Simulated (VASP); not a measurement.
**Si7Ge: single point with PBEsol**

The system is Si7Ge.

```
Si Ge
1.0
     5.45918    0.00000    0.00000
     0.00000    4.91326    0.00000
     0.00000    0.00000    5.45918
Si Ge
7 1
Direct
  0.25260 0.25260 0.25260
  0.00000 0.50000 0.50000
  0.50000 0.50000 0.00000
  0.50000 0.00000 0.50000
  0.74740 0.25260 0.74740
  0.74740 0.74740 0.25260
  0.25260 0.74740 0.74740
  0.00000 0.00000 0.00000
```

This cell differs from its parent crystal: strain -0.1000 x Voigt [0, 1, 0, 0, 0, 0].

```yaml
Program: VASP 6.6.1
Task: single point
Functional: PBEsol
Potentials_or_basis: VASP PAW PBE potentials, release 64 (Si, Ge_d)
Cutoff: 520 eV
k_mesh: 6 × 6 × 6
Occupations: gaussian, width 0.03 eV
Spin: no spin polarisation
Dipole_correction: no
Further_INCAR_settings: ALGO = Normal; EDIFF = 1e-07; NBANDS = 31
```

```
Pressure               : 11.3 GPa
Largest force          : 0.052 eV/Å
Band gap on the k mesh : zero (bands 21 and 22 overlap by 0.34 eV)
```

Forces on the atoms (eV/Å):
```
Si  -0.015  0.047 -0.015
Si   0.000  0.000  0.000
Si   0.000  0.000  0.000
Si   0.000  0.000  0.000
Si   0.015  0.047  0.015
Si   0.015 -0.047 -0.015
Si  -0.015 -0.047  0.015
Ge   0.000  0.000  0.000
```

Stress tensor (GPa, compression positive):
```
 9.14  0.00  0.00
 0.00 15.64  0.00
 0.00  0.00  9.14
```

Levels at points of the mesh, in eV from the Fermi level:
```csv
k point,band 18,band 19,band 20,band 21,band 22,band 23,band 24,band 25
"(0.00, 0.00, 0.00)",-2.88,-0.31,-0.27,-0.27,-0.20,0.46,0.57,0.75
"(0.50, 0.00, 0.00)",-2.08,-1.99,-1.83,-1.75,1.12,1.30,2.86,2.89
"(0.00, 0.50, 0.00)",-2.63,-2.63,-2.54,-2.54,0.21,0.38,3.21,3.30
"(0.50, 0.50, 0.00)",-1.41,-1.29,-1.25,-1.22,2.59,2.60,2.70,2.86
"(0.50, 0.00, 0.50)",-2.22,-2.07,-2.06,-2.06,1.59,1.59,1.71,1.82
"(0.50, 0.50, 0.50)",-0.99,-0.89,-0.89,-0.73,0.97,1.32,1.32,1.50
```

Run time: 3.8 min on 1 thread of Intel Xeon 8259CL, with other jobs on the host, peak memory 0.34 GiB.

Caveat: the cell differs from its parent crystal (strain -0.1000 x Voigt [0, 1, 0, 0, 0, 0]); the cell stands under pressure; semilocal functionals underestimate gaps, so a narrow gap can read as zero; the PAW data sets were made with another functional, which shifts forces and pressure a little.
